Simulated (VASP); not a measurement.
A run of VASP 6.6.1 is set up as follows.

The input INCAR:

```
SYSTEM = SnO2
ALGO = Normal
EDIFF = 1E-7
ENCUT = 520
ISIF = 2
ISMEAR = 0
LASPH = .True.
LCHARG = .False.
LREAL = .False.
LWAVE = .False.
NBANDS = 35
NELM = 80
PREC = Accurate
SIGMA = 0.05
```

KPOINTS

```
k-points
0
Gamma
  6 6 8
  0 0 0
```

The input POSCAR:

```
SnO2
1.0
    4.6504524040      0.0000000000      0.0000000000
    0.0000000000      4.6533827826      0.0000000000
    0.0000000000      0.0000000000      3.1900193999
Sn O
2 4
Direct
    0.5000000000      0.5000000000      0.5000000000
    0.0000000000      0.0000000000      0.0000000000
    0.3055669685      0.3065721192      0.0000000000
    0.8055669685      0.1934278808      0.5000000000
    0.1944330315      0.8065721192      0.5000000000
    0.6944330315      0.6934278808      0.0000000000
```

Potentials or basis: VASP PAW LDA potentials, release 64 (Sn_d, O).

Command:

```sh
$ cat potpaw_LDA.64/Sn_d/POTCAR potpaw_LDA.64/O/POTCAR > POTCAR
$ mpirun -np 1 vasp_std > vasp.out
```

What does it give for the largest force?

0.039 eV/Å.

Estimate the pressure.

7.6 GPa.

What does it give for the band gap on the k mesh?

1.52 eV.

Stress tensor (GPa, compression positive):
```
8.05 0.00 0.00
0.00 8.04 0.00
0.00 0.00 6.71
```

Caveat: the cell differs from its parent crystal (strain -0.015 along x and y, +0.000 along z); the cell stands under pressure; spin-orbit coupling is left out, which moves the levels of the heavy elements.
